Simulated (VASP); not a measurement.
# Nb (P6_3/mmc) in VASP: notebook, part 2 of 2

VASP 6.6.1. The steps go on from the part before.

### 3 Single point, BLYP (volume scaled by 0.88)

Contents of INCAR:

```
SYSTEM = Nb
PREC = Accurate
ENCUT = 520
EDIFF = 1E-7
ISMEAR = -1
SIGMA = 0.1
LREAL = .False.
LASPH = .True.
NELM = 60
ALGO = Normal
ISIF = 2
LWAVE = .False.
LCHARG = .False.
GGA = B5
ALDAX = 1.0
AGGAX = 1.0
AGGAC = 1.0
ALDAC = 0.0
NBANDS = 20
```

Contents of KPOINTS:

```
Automatic mesh
0
Gamma
  14 14 7
  0 0 0
```

Contents of POSCAR:

```
Nb
1.0
    2.7749192057      0.0000000000      0.0000000000
   -1.3874596028      2.4031505256      0.0000000000
    0.0000000000      0.0000000000      5.1319338068
Nb
2
Direct
    0.3333333333      0.6666666667      0.2500000000
    0.6666666667      0.3333333333      0.7500000000
```

Potentials or basis: VASP PAW PBE potentials, release 64 (Nb_sv).

Command:

```
cat potpaw_PBE.64/Nb_sv/POTCAR > POTCAR
mpirun -np 1 vasp_std > vasp.out
```

OUTCAR:

```text
SYSTEM = Nb
   PREC = Accurate
   ENCUT = 520
   EDIFF = 1E-7
   ISMEAR = -1
   LREAL = .False.
   LASPH = .True.
   NELM = 60
   ISIF = 2
   GGA = B5

 ion  position               nearest neighbor table
   1  0.333  0.667  0.250-   2 3.03   2 3.03   2 3.03   2 3.03   2 3.03   2 3.03
   2  0.667  0.333  0.750-   1 3.03   1 3.03   1 3.03   1 3.03   1 3.03   1 3.03

  LATTYP: Found a hexagonal cell.
 ALAT       =     2.7749192057
 C/A-ratio  =     1.8493993613

  Lattice vectors:

 A1 = (   2.7749192057,   0.0000000000,   0.0000000000)
 A2 = (  -1.3874596028,   2.4031505256,   0.0000000000)
 A3 = (   0.0000000000,   0.0000000000,   5.1319338068)

Analysis of symmetry for initial positions (statically):
=====================================================================
 Subroutine PRICEL returns:
 Original cell was already a primitive cell.

 Routine SETGRP: Setting up the symmetry group for a
 hexagonal supercell.

 Subroutine GETGRP returns: Found 24 space group operations
 (whereof 12 operations were pure point group operations)
[... 155 lines left out ...]

 number of electron      26.0000000 magnetization

 Free energy of the ion-electron system (eV)
  ---------------------------------------------------
  ext. energy  EPLUGINS =         0.00000000
  ---------------------------------------------------
  free energy    TOTEN  =       -16.91614922 eV

  energy without entropy =      -16.83352375  energy(sigma->0) =      -16.87483649

 E-fermi :  12.8628     XC(G=0): -12.1187

 val. band max:       12.8514234945   @ k =   0.0714   0.0000   0.2857
 cond. band min:      12.8713020140   @ k =   0.0714   0.0000   0.1429
 fundamental gap:      0.0198785195
 Fermi energy:        12.8627792057

 k-point     1 :       0.0000    0.0000    0.0000
  band No.  band energies     occupation
      1     -41.7381      2.00000
      2     -41.5676      2.00000
      3     -18.4639      2.00000
      4     -17.2793      2.00000
      5     -16.9539      2.00000
      6     -16.9539      2.00000
[... 541 lines left out ...]
     19      21.8327      0.00000
     20      22.2853      0.00000

 [... further k-points ...]
[... 5 lines left out ...]
  --------------------------------------------------------------------------------------
  -------------------------------------------------------------------------------------
  Total        5.2597685      5.2597685      4.7712309      0.0000000      0.0000000      0.0000000
  in kB      246.2435420    246.2435420    223.3719573      0.0000000      0.0000000      0.0000000
  external PRESSURE =     238.6196804 kB  Pullay stress =       0.0000000 kB

 VOLUME and BASIS-vectors are now :
 -----------------------------------------------------------------------------
  energy-cutoff  :      520.00
  volume of cell :       34.22
      direct lattice vectors                 reciprocal lattice vectors
     2.774919206  0.000000000  0.000000000     0.360370853  0.208060209  0.000000000
    -1.387459603  2.403150526  0.000000000     0.000000000  0.416120417  0.000000000
     0.000000000  0.000000000  5.131933807     0.000000000  0.000000000  0.194858320

 POSITION                                       TOTAL-FORCE (eV/Angst)
 -----------------------------------------------------------------------------------
     -0.00000      1.60210      1.28298         0.000000     -0.000000      0.000000
      1.38746      0.80105      3.84895        -0.000000      0.000000      0.000000
 -----------------------------------------------------------------------------------
    total drift:                                0.000000     -0.000000      0.000000

  FREE ENERGIE OF THE ION-ELECTRON SYSTEM (eV)
  ---------------------------------------------------
  free  energy   TOTEN  =       -16.9161492242 eV

  energy  without entropy=      -16.8335237466  energy(sigma->0) =      -16.87483649
```

OSZICAR:

```text
N       E                     dE             d eps       ncg     rms          rms(c)
DAV:   1     0.311505228502E+03    0.31151E+03   -0.15030E+04  3840   0.138E+03
DAV:   2     0.645794071591E+01   -0.30505E+03   -0.29787E+03  4296   0.547E+02
DAV:   3    -0.164657619075E+02   -0.22924E+02   -0.22243E+02  7240   0.111E+02
DAV:   4    -0.173931172069E+02   -0.92736E+00   -0.91942E+00  5084   0.200E+01
DAV:   5    -0.174536720951E+02   -0.60555E-01   -0.60471E-01  6568   0.467E+00    0.110E+01
DAV:   6    -0.169475487213E+02    0.50612E+00   -0.10016E+00  5556   0.997E+00    0.412E+00
DAV:   7    -0.169031122550E+02    0.44436E-01   -0.42898E-01  6888   0.602E+00    0.134E+00
DAV:   8    -0.169164473061E+02   -0.13335E-01   -0.44262E-02  5092   0.206E+00    0.217E-01
DAV:   9    -0.169161600197E+02    0.28729E-03   -0.38689E-03  6104   0.554E-01    0.916E-02
DAV:  10    -0.169161584469E+02    0.15729E-05   -0.17016E-04  5580   0.139E-01    0.287E-02
DAV:  11    -0.169161510455E+02    0.74014E-05   -0.91907E-06  5384   0.296E-02    0.906E-03
DAV:  12    -0.169161492011E+02    0.18444E-05   -0.34347E-06  5712   0.204E-02    0.327E-03
DAV:  13    -0.169161492242E+02   -0.23083E-07   -0.84225E-08  2744   0.298E-03
   1 F= -.16916149E+02 E0= -.16874836E+02  d E =-.826255E-01
```

stdout:

```text
POSCAR found type information on POSCAR Nb
 POSCAR found :  1 types and       2 ions
 scaLAPACK will be used
 -----------------------------------------------------------------------------
|                                                                             |
|                                                                             |
|     You enforced a specific xc type in the INCAR file but a different       |
|     I HOPE YOU KNOW WHAT YOU ARE DOING!                                     |
|                                                                             |
 -----------------------------------------------------------------------------

 LDA part: xc-table for (Slater(with rela. corr.)+VWN5), standard interpolation
 POSCAR, INCAR and KPOINTS ok, starting setup
 FFT: planning ... GRIDC
 FFT: planning ... GRID_SOFT
 FFT: planning ... GRID
 WAVECAR not read
 entering main loop
```

Wall time 41 s (1 thread of Intel Xeon Platinum 8488C (Sapphire Rapids), shared host); peak memory 0.18 GiB.

What came out:

- Free energy: -16.9161 eV
- Pressure: 23.9 GPa
- Band gap on the k mesh: zero (band 13 reaches 14.74 eV, above the bottom of band 14 at 12.09 eV)

Levels at points of the mesh, in eV from the Fermi level:
| k point | band 9 | band 10 | band 11 | band 12 | band 13 | band 14 | band 15 | band 16 | band 17 | band 18 |
| --- | --- | --- | --- | --- | --- | --- | --- | --- | --- | --- |
| (0.00, 0.00, 0.00) | -6.19 | -4.10 | -1.34 | 0.23 | 0.23 | 0.69 | 0.69 | 0.84 | 2.79 | 2.79 |
| (0.50, 0.00, 0.00) | -4.06 | -3.65 | -3.57 | -0.72 | 0.33 | 0.61 | 0.74 | 4.74 | 6.06 | 6.27 |

Caveat: the PAW data sets were made with another functional, which shifts forces and pressure a little.

### 4 Single point, BLYP (volume scaled by 0.92)

Contents of INCAR:

```
PREC = Accurate
ENCUT = 520
EDIFF = 1E-6
ISMEAR = -1
SIGMA = 0.1
LREAL = False
LASPH = True
NELM = 100
ALGO = Normal
ISIF = 2
LWAVE = False
LCHARG = False
GGA = B5
ALDAX = 1.0
AGGAX = 1.0
AGGAC = 1.0
ALDAC = 0.0
NBANDS = 20
```

Contents of KPOINTS:

```
Automatic mesh
0
Gamma
  14 14 7
```

Contents of POSCAR:

```
Nb
1.0
    2.8163420172      0.0000000000      0.0000000000
   -1.4081710086      2.4390237327      0.0000000000
    0.0000000000      0.0000000000      5.2085411280
Nb
2
Direct
    0.3333333333      0.6666666667      0.2500000000
    0.6666666667      0.3333333333      0.7500000000
```

Command:

```
cat potpaw_PBE.64/Nb_sv/POTCAR > POTCAR
mpirun -np 1 vasp_std > vasp.out
```

Wall time 53 s (1 thread of Intel Xeon Platinum 8488C (Sapphire Rapids), shared host); peak memory 0.19 GiB.

The run converged. Its results:

```yaml
Free_energy: -17.1006 eV
Pressure: 14.2 GPa
Band_gap_on_the_k_mesh: zero (band 13 reaches 13.96 eV, above the bottom of band 14 at 11.50 eV)
```

Stress tensor (GPa, compression positive):
```
14.63  0.00  0.00
 0.00 14.63  0.00
 0.00  0.00 13.39
```

Levels at points of the mesh, in eV from the Fermi level:
```tsv
k point	band 9	band 10	band 11	band 12	band 13	band 14	band 15	band 16	band 17	band 18
(0.00, 0.00, 0.00)	-6.11	-3.97	-1.24	0.26	0.26	0.69	0.69	0.69	2.67	2.67
(0.50, 0.00, 0.00)	-3.83	-3.42	-3.42	-0.65	0.31	0.52	0.75	4.50	5.73	5.94
```

Caveat: the PAW data sets were made with another functional, which shifts forces and pressure a little.

### 5 Overview

| cell | k mesh | gap on the mesh (eV) | pressure (GPa) |
| --- | --- | --- | --- |
| a = 2.896, b = 2.896, c = 5.355 Å, angles 90.0, 90.0, 120.0°, 2 atoms | 12 × 12 × 7 | none | -0.1 |
| a = 2.775, b = 2.775, c = 5.132 Å, angles 90.0, 90.0, 120.0°, 2 atoms | 14 × 14 × 7 | none | 23.9 |
| a = 2.816, b = 2.816, c = 5.209 Å, angles 90.0, 90.0, 120.0°, 2 atoms | 14 × 14 × 7 | none | 14.2 |

Alike in all rows: task single point; level BLYP; potentials or basis VASP PAW PBE potentials, release 64 (Nb_sv); no spin polarisation; cutoff (eV) 520; smearing fermi-dirac 0.1 eV.

Caveats: the PAW data sets were made with another functional, which shifts forces and pressure a little.

Absolute energies hang on the potentials; compare differences alone.
